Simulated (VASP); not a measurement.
# BaZnSbF (P4/nmm) in VASP: single point with PBE

Aim: the single point of BaZnSbF with PBE.

Everything below comes from runs of VASP 6.6.1. Logs are shortened: lines on timing, memory, paths and dates and some standing lists are left out, and cuts for length are marked.

### Step 1. The cell of the first run

It takes space group P4/nmm (No. 129, tetragonal). Conventional cell: a = 4.422 Å, b = 4.422 Å, c = 9.743 Å, α = 90.00°, β = 90.00°, γ = 90.00°. Within 3.7 Å of Ba (site symmetry 4mm) lie 4 F at 2.65 Å and 4 Sb at 3.61 Å. F (site symmetry -4m2) has 4 Ba at 2.65 Å and 4 F at 3.13 Å within 3.5 Å. Within 3.6 Å of Zn (site symmetry -4m2) lie 4 Sb at 2.74 Å and 4 Zn at 3.13 Å. Within 3.7 Å of Sb (site symmetry 4mm) lie 4 Zn at 2.74 Å and 4 Ba at 3.61 Å.

### Step 2. Single point, PBE

The input, INCAR:

```
SYSTEM = BaZnSbF
  PREC = Accurate
  ENCUT = 520
  EDIFF = 1E-6
  ISMEAR = 1
  SIGMA = 0.0849
  LREAL = .False.
  LASPH = .True.
  NELM = 80
  ALGO = Normal
  ISIF = 2
  LWAVE = .False.
  LCHARG = .False.
  GGA = PE
  NBANDS = 44
```

The input, KPOINTS:

```
regular mesh
0
Gamma
  4 4 2
  0 0 0
```

The input, POSCAR:

```
BaZnSbF
1.0
    4.4218540000      0.0000000000      0.0000000000
    0.0000000000      4.4218540000      0.0000000000
    0.0000000000      0.0000000000      9.7425660000
Ba F Zn Sb
2 2 2 2
Direct
    0.7500000000      0.7500000000      0.3507900000
    0.2500000000      0.2500000000      0.6492100000
    0.2500000000      0.7500000000      0.5000000000
    0.7500000000      0.2500000000      0.5000000000
    0.2500000000      0.7500000000      0.0000000000
    0.7500000000      0.2500000000      0.0000000000
    0.2500000000      0.2500000000      0.1660400000
    0.7500000000      0.7500000000      0.8339600000
```

Potentials or basis: VASP PAW PBE potentials, release 64 (Ba_sv, F, Zn, Sb).

Launch:

```sh
> cat potpaw_PBE.64/Ba_sv/POTCAR potpaw_PBE.64/F/POTCAR potpaw_PBE.64/Zn/POTCAR potpaw_PBE.64/Sb/POTCAR > POTCAR
> mpirun -np 1 vasp_std > vasp.out
```

OUTCAR:

```text
SYSTEM = BaZnSbF
   PREC = Accurate
   ENCUT = 520
   EDIFF = 1E-6
   ISMEAR = 1
   LREAL = .False.
   LASPH = .True.
   NELM = 80
   ISIF = 2
   GGA = PE

 ion  position               nearest neighbor table
   1  0.750  0.750  0.351-   3 2.65   4 2.65   4 2.65   3 2.65   7 3.61   7 3.61   7 3.61   7 3.61
                             2 4.27   2 4.27   2 4.27   2 4.27
   2  0.250  0.250  0.649-   3 2.65   4 2.65   3 2.65   4 2.65   8 3.61   8 3.61   8 3.61   8 3.61
                             1 4.27   1 4.27   1 4.27   1 4.27
   3  0.250  0.750  0.500-   1 2.65   2 2.65   2 2.65   1 2.65
   4  0.750  0.250  0.500-   1 2.65   2 2.65   1 2.65   2 2.65
   5  0.250  0.750  0.000-   7 2.74   8 2.74   7 2.74   8 2.74
   6  0.750  0.250  0.000-   7 2.74   8 2.74   8 2.74   7 2.74
   7  0.250  0.250  0.166-   5 2.74   6 2.74   5 2.74   6 2.74   1 3.61   1 3.61   1 3.61   1 3.61

   8  0.750  0.750  0.834-   5 2.74   6 2.74   6 2.74   5 2.74   2 3.61   2 3.61   2 3.61   2 3.61

  LATTYP: Found a simple tetragonal cell.
 ALAT       =     4.4218540000
 C/A-ratio  =     2.2032762728

  Lattice vectors:

 A1 = (   4.4218540000,   0.0000000000,   0.0000000000)
 A2 = (   0.0000000000,   4.4218540000,   0.0000000000)
 A3 = (   0.0000000000,   0.0000000000,   9.7425660000)

Analysis of symmetry for initial positions (statically):
=====================================================================
 Subroutine PRICEL returns:
 Original cell was already a primitive cell.

 Routine SETGRP: Setting up the symmetry group for a
 simple tetragonal supercell.

 Subroutine GETGRP returns: Found 16 space group operations
 (whereof  4 operations were pure point group operations)
 out of a pool of 16 trial point group operations.

The static configuration has the point symmetry C_2h.
 The point group associated with its full space group is D_4h.

Analysis of symmetry for dynamics (positions and initial velocities):
=====================================================================
 Subroutine PRICEL returns:
 Original cell was already a primitive cell.

 Routine SETGRP: Setting up the symmetry group for a
 simple tetragonal supercell.

 Subroutine GETGRP returns: Found 16 space group operations
 (whereof  4 operations were pure point group operations)
 out of a pool of 16 trial point group operations.

The dynamic configuration has the point symmetry C_2h.
 The point group associated with its full space group is D_4h.

 Subroutine INISYM returns: Found 16 space group operations
 (whereof  4 operations are pure point group operations),
 and found     1 'primitive' translations

----------------------------------------------------------------------------------------

                                     Primitive cell

  volume of cell :     190.4944

  direct lattice vectors                    reciprocal lattice vectors
     4.421854000  0.000000000  0.000000000     0.226149484  0.000000000  0.000000000
     0.000000000  4.421854000  0.000000000     0.000000000  0.226149484  0.000000000
     0.000000000  0.000000000  9.742566000     0.000000000  0.000000000  0.102642363

  length of vectors
     4.421854000  4.421854000  9.742566000     0.226149484  0.226149484  0.102642363

  position of ions in fractional coordinates (direct lattice)
     0.750000000  0.750000000  0.350790000
     0.250000000  0.250000000  0.649210000
     0.250000000  0.750000000  0.500000000
     0.750000000  0.250000000  0.500000000
     0.250000000  0.750000000  0.000000000
     0.750000000  0.250000000  0.000000000
     0.250000000  0.250000000  0.166040000
     0.750000000  0.750000000  0.833960000

  ion indices of the primitive-cell ions
   primitive index   ion index
                 1           1
                 2           2
                 3           3
                 4           4
                 5           5
                 6           6
                 7           7
                 8           8

----------------------------------------------------------------------------------------

 KPOINTS: regular mesh

Automatic generation of k-mesh.
 Grid dimensions read from file:
 generate k-points for:    4    4    2

 Generating k-lattice:

  Cartesian coordinates                     Fractional coordinates (reciprocal lattice)
     0.056537371  0.000000000  0.000000000     0.250000000  0.000000000  0.000000000
     0.000000000  0.056537371  0.000000000     0.000000000  0.250000000  0.000000000
     0.000000000  0.000000000  0.051321182     0.000000000  0.000000000  0.500000000

  Length of vectors
     0.056537371  0.056537371  0.051321182

  Shift w.r.t. Gamma in fractional coordinates (k-lattice)
     0.000000000  0.000000000  0.000000000

 Subroutine IBZKPT returns following result:
 ===========================================

 Found     12 irreducible k-points:

 Following reciprocal coordinates:
            Coordinates               Weight
  0.000000  0.000000  0.000000      1.000000
  0.250000  0.000000  0.000000      4.000000
  0.500000  0.000000  0.000000      2.000000
  0.250000  0.250000  0.000000      4.000000
  0.500000  0.250000  0.000000      4.000000
  0.500000  0.500000  0.000000      1.000000
  0.000000  0.000000  0.500000      1.000000
  0.250000  0.000000  0.500000      4.000000
  0.500000  0.000000  0.500000      2.000000
  0.250000  0.250000  0.500000      4.000000
  0.500000  0.250000  0.500000      4.000000
  0.500000  0.500000  0.500000      1.000000
   k-points           NKPTS =     12   k-points in BZ     NKDIM =     12   number of bands    NBANDS=     44
   number of dos      NEDOS =    301   number of ions     NIONS =      8
   total plane-waves  NPLWV =  93312
   dimension x,y,z NGX =    36 NGY =   36 NGZ =   72
   dimension x,y,z NGXF=    72 NGYF=   72 NGZF=  144
   ions per type =               2   2   2   2
   NGX,Y,Z   is equivalent  to a cutoff of  13.53, 13.53, 12.29 a.u.
   NGXF,Y,Z  is equivalent  to a cutoff of  27.07, 27.07, 24.57 a.u.
 SYSTEM =  BaZnSbF
   PREC   = accura    normal or accurate (medium, high low for compatibility)
   ISTART =      0    job   : 0-new  1-cont  2-samecut
   ICHARG =      2    charge: 1-file 2-atom 10-const
   ISPIN  =      1    spin polarized calculation?
   LNONCOLLINEAR =      F non collinear calculations
   LSORBIT =      F    spin-orbit coupling
   LASPH  =      T    aspherical Exc in radial PAW
   ENCUT  =  520.0 eV  38.22 Ry    6.18 a.u.   8.22  8.22 18.11*2*pi/ulx,y,z
   NELM   =     80;   NELMIN=  2; NELMDL= -5     # of ELM steps
   EDIFF  = 0.1E-05   stopping-criterion for ELM
   LREAL  =      F    real-space projection
   EDIFFG = 0.1E-04   stopping-criterion for IOM
   NSW    =      0    number of steps for IOM
   IBRION =     -1    ionic relax: 0-MD 1-quasi-New 2-CG
   NFREE  =      0    steps in history (QN), initial steepest desc. (CG)
   ISIF   =      2    stress and relaxation
   ISYM   =      2    0-nonsym 1-usesym 2-fastsym
   POTIM  = 0.5000    time-step for ionic-motion
   TEBEG  =    0.0;   TEEND  =   0.0 temperature during run
   PSTRESS=    0.0 pullay stress
   NELECT =      68.0000    total number of electrons
   NUPDOWN=      -1.0000    fix difference up-down
   EMIN   =  10.00;   EMAX   =-10.00  energy-range for DOS
   EFERMI =   0.00;   METHOD = LEGACY
   ISMEAR =     1;   SIGMA  =   0.08  broadening in eV -4-tet -1-fermi 0-gaus
   EFERMI_NEDOS =   21; number of points for ismear=-14 and -15
   IALGO  =     38    algorithm
   IMIX   =      4    mixing-type and parameters
     AMIX     =   0.40;   BMIX     =  1.00
     AMIX_MAG =   1.60;   BMIX_MAG =  1.00
  volume/ion in A,a.u.               =      23.81       160.69
  Fermi-wavevector in a.u.,A,eV,Ry     =   1.161316  2.194569 18.349564  1.348655
  Thomas-Fermi vector in A             =   2.297889
   LORBIT       =      0    0 simple, 1 ext, 2 COOP (PROOUT), +10 PAW based schemes
   GGA     = PE    functional components
   LHFCALC =     F    Hartree Fock is set to
   AEXX    =    0.0000 exact exchange contribution
   IVDW    =     0    specifies the selected vdW correction
   LEPSILON=     F    determine dielectric tensor
   LRPA    =     F    only Hartree local field effects (RPA)
 non-spin polarized calculation
 Methfessel and Paxton  Order N= 1 SIGMA  =   0.08
  energy-cutoff  :      520.00
  volume of cell :      190.49
 maximum number of plane-waves:      5160
 NGX is ok and might be reduce to    36
   NGX = 17   NGY = 17   NGZ = 37

 number of electron      67.9999971 magnetization

 Free energy of the ion-electron system (eV)
  ---------------------------------------------------
  ext. energy  EPLUGINS =         0.00000000
  ---------------------------------------------------
  free energy    TOTEN  =       -32.04156597 eV

  energy without entropy =      -32.03892097  energy(sigma->0) =      -32.04068430

 E-fermi :   4.1786     XC(G=0):  -9.5059

 val. band max:        4.1722019872   @ k =   0.0000   0.0000   0.5000
 cond. band min:       4.1860208427   @ k =   0.0000   0.0000   0.0000
 fundamental gap:      0.0138188555
 Fermi energy:         4.1785593765

 k-point     1 :       0.0000    0.0000    0.0000
  band No.  band energies     occupation
      1     -23.9502      2.00000
      2     -23.7646      2.00000
      3     -19.9495      2.00000
      4     -19.9367      2.00000
      5      -9.1498      2.00000
      6      -9.1498      2.00000
[... 36 lines left out ...]
     43       8.4480      0.00000
     44       8.8108      0.00000

 k-point     2 :       0.2500    0.0000    0.0000
  band No.  band energies     occupation
      1     -23.8994      2.00000
      2     -23.7664      2.00000
      3     -19.9851      2.00000
      4     -19.9785      2.00000
      5      -9.2618      2.00000
      6      -9.1217      2.00000
[... 462 lines left out ...]
 k-point    12 :       0.5000    0.5000    0.5000
  band No.  band energies     occupation
      1     -23.7563      2.00000
      2     -23.7563      2.00000
      3     -20.0997      2.00000
      4     -20.0997      2.00000
      5      -9.2027      2.00000
      6      -9.2027      2.00000
[... 36 lines left out ...]
     43      10.3726      0.00000
     44      10.3737      0.00000

------------------------ aborting loop because EDIFF is reached ----------------------------------------

  FORCE on cell =-STRESS in cart. coord.  units (eV):
  Direction    XX          YY          ZZ          XY          YZ          ZX
  --------------------------------------------------------------------------------------
  -------------------------------------------------------------------------------------
  Total        3.6628045      3.6628045      2.5386077     -0.0000000      0.0000000     -0.0000000
  in kB       30.8064863     30.8064863     21.3512851     -0.0000000      0.0000000     -0.0000000
  external PRESSURE =      27.6547526 kB  Pullay stress =       0.0000000 kB

 VOLUME and BASIS-vectors are now :
 -----------------------------------------------------------------------------
  energy-cutoff  :      520.00
  volume of cell :      190.49
      direct lattice vectors                 reciprocal lattice vectors
     4.421854000  0.000000000  0.000000000     0.226149484  0.000000000  0.000000000
     0.000000000  4.421854000  0.000000000     0.000000000  0.226149484  0.000000000
     0.000000000  0.000000000  9.742566000     0.000000000  0.000000000  0.102642363

 POSITION                                       TOTAL-FORCE (eV/Angst)
 -----------------------------------------------------------------------------------
      3.31639      3.31639      3.41759        -0.000000     -0.000000     -0.342448
      1.10546      1.10546      6.32497        -0.000000     -0.000000      0.342448
      1.10546      3.31639      4.87128         0.000000     -0.000000      0.000000
      3.31639      1.10546      4.87128         0.000000     -0.000000      0.000000
      1.10546      3.31639      0.00000        -0.000000     -0.000000      0.000000
      3.31639      1.10546      0.00000         0.000000      0.000000      0.000000
      1.10546      1.10546      1.61766        -0.000000     -0.000000      0.162758
      3.31639      3.31639      8.12491        -0.000000     -0.000000     -0.162758
 -----------------------------------------------------------------------------------
    total drift:                                0.000000      0.000000      0.000000

  FREE ENERGIE OF THE ION-ELECTRON SYSTEM (eV)
  ---------------------------------------------------
  free  energy   TOTEN  =       -32.0415659680 eV

  energy  without entropy=      -32.0389209660  energy(sigma->0) =      -32.04068430
```

It took 3.5 min on 1 thread of Oxide Virtual Turin-like, shared host; peak memory 0.32 GiB.

What came out:

```yaml
Free_energy: -32.0416 eV
Pressure: 2.8 GPa
Largest_force: 0.342 eV/Å
Band_gap_on_the_k_mesh: zero (bands 34 and 35 overlap by 0.01 eV)
```

Forces on the atoms (eV/Å):
```
Ba   0.000  0.000 -0.342
Ba   0.000  0.000  0.342
F    0.000  0.000  0.000
F    0.000  0.000  0.000
Zn   0.000  0.000  0.000
Zn   0.000  0.000  0.000
Sb   0.000  0.000  0.163
Sb   0.000  0.000 -0.163
```

Stress tensor (GPa, compression positive):
```
3.08 0.00 0.00
0.00 3.08 0.00
0.00 0.00 2.14
```

Levels at points of the mesh, in eV from the Fermi level:
| k point | band 30 | band 31 | band 32 | band 33 | band 34 | band 35 | band 36 | band 37 | band 38 | band 39 |
| --- | --- | --- | --- | --- | --- | --- | --- | --- | --- | --- |
| (0.00, 0.00, 0.00) | -2.05 | -2.05 | -0.82 | -0.45 | 0.01 | 0.01 | 1.28 | 2.02 | 2.08 | 2.71 |
| (0.50, 0.00, 0.00) | -4.61 | -1.40 | -1.40 | -0.84 | -0.84 | 1.51 | 1.51 | 2.31 | 2.31 | 3.06 |
| (0.50, 0.50, 0.00) | -4.84 | -2.63 | -2.63 | -2.53 | -2.53 | 1.73 | 1.73 | 1.88 | 1.88 | 5.04 |
| (0.00, 0.00, 0.50) | -2.04 | -2.04 | -1.16 | -0.40 | -0.01 | -0.01 | 1.41 | 1.49 | 2.71 | 3.11 |
| (0.50, 0.00, 0.50) | -4.61 | -1.32 | -1.32 | -0.83 | -0.83 | 1.56 | 1.56 | 2.37 | 2.37 | 3.08 |
| (0.50, 0.50, 0.50) | -4.82 | -2.64 | -2.64 | -2.52 | -2.52 | 1.92 | 1.92 | 2.14 | 2.14 | 3.83 |

Caveat: semilocal functionals underestimate gaps, and a narrow one can read as zero; spin-orbit coupling is left out, which moves the levels of the heavy elements.
